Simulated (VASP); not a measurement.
# AgO (I-4m2) in VASP: further runs, part 2 of 2

VASP 6.6.1.

## Step 3: Single point, PBEsol (strain -0.025 along x and y, +0.025 along z)

The input, INCAR:

```
SYSTEM = AgO
  PREC = Accurate
  ENCUT = 520
  EDIFF = 1E-6
  ISMEAR = 0
  SIGMA = 0.15
  LREAL = .False.
  LASPH = .True.
  NELM = 60
  ALGO = Normal
  ISIF = 2
  LWAVE = .False.
  LCHARG = .False.
  GGA = PS
  NBANDS = 16
```

The input, KPOINTS:

```
regular mesh
0
Gamma
  18 18 18
  0 0 0
```

The input, POSCAR:

```
AgO
1.0
    0.0000000000      2.3478000000      2.4682000000
    2.3478000000      0.0000000000      2.4682000000
    2.3478000000      2.3478000000      0.0000000000
Ag O
1 1
Direct
    0.0000000000      0.0000000000      0.0000000000
    0.7500000000      0.7500000000      0.7500000000
```

Potentials or basis: VASP PAW PBE potentials, release 64 (Ag, O).

Started as:

```bash
$ cat potpaw_PBE.64/Ag/POTCAR potpaw_PBE.64/O/POTCAR > POTCAR
$ mpirun -np 1 vasp_std > vasp.out
```

Run time: 88 s. Hardware: 1 thread of Intel Xeon 6975P-C (Granite Rapids), shared host; peak memory 0.32 GiB.

It converged, with:

```
Free energy            : -7.9624 eV
Pressure               : 14.9 GPa
Band gap on the k mesh : zero (an odd number of electrons rules out a gap without spin polarisation)
```

Stress tensor (GPa, compression positive):
```
14.29  0.00  0.00
 0.00 14.29  0.00
 0.00  0.00 16.16
```

Levels at points of the mesh, in eV from the Fermi level:
```csv
k point,band 7,band 8,band 9,band 10,band 11,band 12
"(0.00, 0.00, 0.00)",0.14,0.82,0.98,0.98,14.14,14.21
"(0.50, 0.00, 0.00)",-2.89,-0.08,-0.04,5.45,6.99,13.73
"(0.50, 0.50, 0.00)",-2.13,-1.51,-1.51,6.04,8.71,12.02
"(0.50, 0.00, 0.50)",-1.82,-1.63,-1.37,6.04,9.57,11.38
```

Caveat: the cell differs from its parent crystal (strain -0.025 along x and y, +0.025 along z); the cell stands under pressure; the PAW data sets were made with another functional, which shifts forces and pressure a little; an odd number of electrons without spin polarisation forces a metal; a magnetic or distorted state may lie lower.

## Step 4: Single point, PBEsol (strain +0.000 along x and y, +0.025 along z)

The input, INCAR:

```
ALGO     = Normal         # electronic algorithm
EDIFF    = 1E-7           # SCF threshold, eV
ENCUT    = 520            # plane-wave cutoff, eV
GGA      = PS             # functional
ISIF     = 2              # what is computed and relaxed
ISMEAR   = 0              # smearing method
LASPH    = True           # aspherical terms in the spheres
LCHARG   = False          # write CHGCAR
LREAL    = False          # projectors in reciprocal space
LWAVE    = False          # write WAVECAR
NBANDS   = 16             # bands
NELM     = 100            # most SCF steps
PREC     = Accurate       # precision mode
SIGMA    = 0.15           # smearing width, eV
```

The input, KPOINTS:

```
k-points
0
Gamma
  18 18 18
```

The input, POSCAR:

```
AgO
1.0
    0.0000000000      2.4080000000      2.4682000000
    2.4080000000      0.0000000000      2.4682000000
    2.4080000000      2.4080000000      0.0000000000
Ag O
1 1
Direct
    0.0000000000      0.0000000000      0.0000000000
    0.7500000000      0.7500000000      0.7500000000
```

Started as:

```bash
$ cat potpaw_PBE.64/Ag/POTCAR potpaw_PBE.64/O/POTCAR > POTCAR
$ mpirun -np 1 vasp_std > vasp.out
```

It took 1.7 min on 1 thread of Intel Xeon 6975P-C (Granite Rapids), shared host; peak memory 0.33 GiB.

Results (log left out):

```
Free energy            : -8.0558 eV
Pressure               : 7.0 GPa
Band gap on the k mesh : zero (an odd number of electrons rules out a gap without spin polarisation)
```

Stress tensor (GPa, compression positive):
```
6.80 0.00 0.00
0.00 6.80 0.00
0.00 0.00 7.36
```

Levels at points of the mesh, in eV from the Fermi level:
| k point | band 7 | band 8 | band 9 | band 10 | band 11 | band 12 |
| --- | --- | --- | --- | --- | --- | --- |
| (0.00, 0.00, 0.00) | 0.21 | 0.83 | 0.90 | 0.90 | 13.92 | 13.94 |
| (0.50, 0.00, 0.00) | -2.79 | -0.06 | -0.03 | 5.39 | 6.87 | 13.64 |
| (0.50, 0.50, 0.00) | -1.93 | -1.40 | -1.40 | 5.96 | 8.70 | 11.61 |
| (0.50, 0.00, 0.50) | -1.79 | -1.47 | -1.34 | 5.97 | 9.08 | 11.31 |

Caveat: the cell differs from its parent crystal (strain +0.000 along x and y, +0.025 along z); the cell stands under pressure; the PAW data sets were made with another functional, which shifts forces and pressure a little; an odd number of electrons without spin polarisation forces a metal; a magnetic or distorted state may lie lower.

## Step 5: Single point, PBEsol (strain +0.000 along x and y, +0.050 along z)

The input, INCAR:

```
ALGO     = Normal         # electronic algorithm
EDIFF    = 1E-6           # SCF threshold, eV
ENCUT    = 520            # plane-wave cutoff, eV
GGA      = PS             # functional
ISIF     = 2              # what is computed and relaxed
ISMEAR   = 0              # smearing method
LASPH    = T              # aspherical terms in the spheres
LCHARG   = F              # write CHGCAR
LREAL    = F              # projectors in reciprocal space
LWAVE    = F              # write WAVECAR
NBANDS   = 16             # bands
NELM     = 80             # most SCF steps
PREC     = Accurate       # precision mode
SIGMA    = 0.15           # smearing width, eV
```

KPOINTS is that of step 4.

The input, POSCAR:

```
AgO
1.0
    0.0000000000      2.4080000000      2.5284000000
    2.4080000000      0.0000000000      2.5284000000
    2.4080000000      2.4080000000      0.0000000000
Ag O
1 1
Direct
    0.0000000000      0.0000000000      0.0000000000
    0.7500000000      0.7500000000      0.7500000000
```

Started as:

```bash
$ cat potpaw_PBE.64/Ag/POTCAR potpaw_PBE.64/O/POTCAR > POTCAR
$ mpirun -np 1 vasp_std > vasp.out
```

Run time: 92 s. Hardware: 1 thread of Intel Xeon 6975P-C (Granite Rapids), shared host; peak memory 0.33 GiB.

The run converged. Its results:

```yaml
Free_energy: -8.0815 eV
Pressure: 3.6 GPa
Band_gap_on_the_k_mesh: zero (an odd number of electrons rules out a gap without spin polarisation)
```

Stress tensor (GPa, compression positive):
```
3.33 0.00 0.00
0.00 3.33 0.00
0.00 0.00 4.09
```

Levels at points of the mesh, in eV from the Fermi level:
| k point | band 7 | band 8 | band 9 | band 10 | band 11 | band 12 |
| --- | --- | --- | --- | --- | --- | --- |
| (0.00, 0.00, 0.00) | 0.25 | 0.75 | 0.89 | 0.89 | 13.81 | 13.85 |
| (0.50, 0.00, 0.00) | -2.71 | -0.06 | -0.02 | 5.34 | 6.83 | 13.35 |
| (0.50, 0.50, 0.00) | -1.97 | -1.35 | -1.35 | 5.92 | 8.31 | 11.73 |
| (0.50, 0.00, 0.50) | -1.70 | -1.47 | -1.24 | 5.94 | 9.03 | 11.17 |

Caveat: the cell differs from its parent crystal (strain +0.000 along x and y, +0.050 along z); the cell stands under pressure; the PAW data sets were made with another functional, which shifts forces and pressure a little; an odd number of electrons without spin polarisation forces a metal; a magnetic or distorted state may lie lower.

## Step 6: Single point, PBEsol (strain +0.025 along x and y, +0.000 along z)

The input, INCAR:

```
  PREC = Accurate
  ENCUT = 520
  EDIFF = 1E-7
  ISMEAR = 0
  SIGMA = 0.15
  LREAL = F
  LASPH = T
  NELM = 80
  ALGO = Normal
  ISIF = 2
  LWAVE = F
  LCHARG = F
  GGA = PS
  NBANDS = 16
```

The input, KPOINTS:

```
Automatic mesh
0
Gamma
  18 18 18
```

The input, POSCAR:

```
AgO
1.0
    0.0000000000      2.4682000000      2.4080000000
    2.4682000000      0.0000000000      2.4080000000
    2.4682000000      2.4682000000      0.0000000000
Ag O
1 1
Direct
    0.0000000000      0.0000000000      0.0000000000
    0.7500000000      0.7500000000      0.7500000000
```

Potentials or basis: VASP PAW PBE potentials, release 64 (Ag, O).

Started as:

```bash
$ cat potpaw_PBE.64/Ag/POTCAR potpaw_PBE.64/O/POTCAR > POTCAR
$ mpirun -np 1 vasp_std > vasp.out
```

It took 98 s on 1 thread of Intel Xeon 6975P-C (Granite Rapids), shared host; peak memory 0.33 GiB.

The run converged. Its results:

| Quantity | Value |
| --- | --- |
| Free energy | -8.0803 eV |
| Pressure | 3.7 GPa |
| Band gap on the k mesh | zero (an odd number of electrons rules out a gap without spin polarisation) |

Stress tensor (GPa, compression positive):
```
3.80 0.00 0.00
0.00 3.80 0.00
0.00 0.00 3.40
```

Levels at points of the mesh, in eV from the Fermi level:
```tsv
k point	band 7	band 8	band 9	band 10	band 11	band 12
(0.00, 0.00, 0.00)	0.25	0.83	0.83	0.89	13.81	13.81
(0.50, 0.00, 0.00)	-2.73	-0.05	-0.03	5.35	6.82	13.50
(0.50, 0.50, 0.00)	-1.71	-1.36	-1.36	5.94	9.03	11.15
(0.50, 0.00, 0.50)	-1.84	-1.42	-1.29	5.93	8.68	11.43
```

Caveat: the cell differs from its parent crystal (strain +0.025 along x and y, +0.000 along z); the cell stands under pressure; the PAW data sets were made with another functional, which shifts forces and pressure a little; an odd number of electrons without spin polarisation forces a metal; a magnetic or distorted state may lie lower.

## Step 7: Overview

| cell | gap on the mesh (eV) | pressure (GPa) |
| --- | --- | --- |
| a = 3.363, b = 3.363, c = 3.405 Å, angles 59.6, 59.6, 60.8°, 2 atoms | none | 15.0 |
| a = 3.406, b = 3.406, c = 3.320 Å, angles 60.8, 60.8, 58.3°, 2 atoms | none | 14.9 |
| a = 3.448, b = 3.448, c = 3.405 Å, angles 60.4, 60.4, 59.2°, 2 atoms | none | 7.0 |
| a = 3.492, b = 3.492, c = 3.405 Å, angles 60.8, 60.8, 58.4°, 2 atoms | none | 3.6 |
| a = 3.448, b = 3.448, c = 3.491 Å, angles 59.6, 59.6, 60.8°, 2 atoms | none | 3.7 |

Alike in all rows: task single point; level PBEsol; potentials or basis VASP PAW PBE potentials, release 64 (Ag, O); no spin polarisation; k mesh 18 × 18 × 18; cutoff (eV) 520; smearing gaussian 0.15 eV.

Caveats: the cell stands under pressure; the PAW data sets were made with another functional, which shifts forces and pressure a little; an odd number of electrons without spin polarisation forces a metal; a magnetic or distorted state may lie lower.

Total energies depend on the potentials used, so only differences within one code and one set of settings carry meaning.
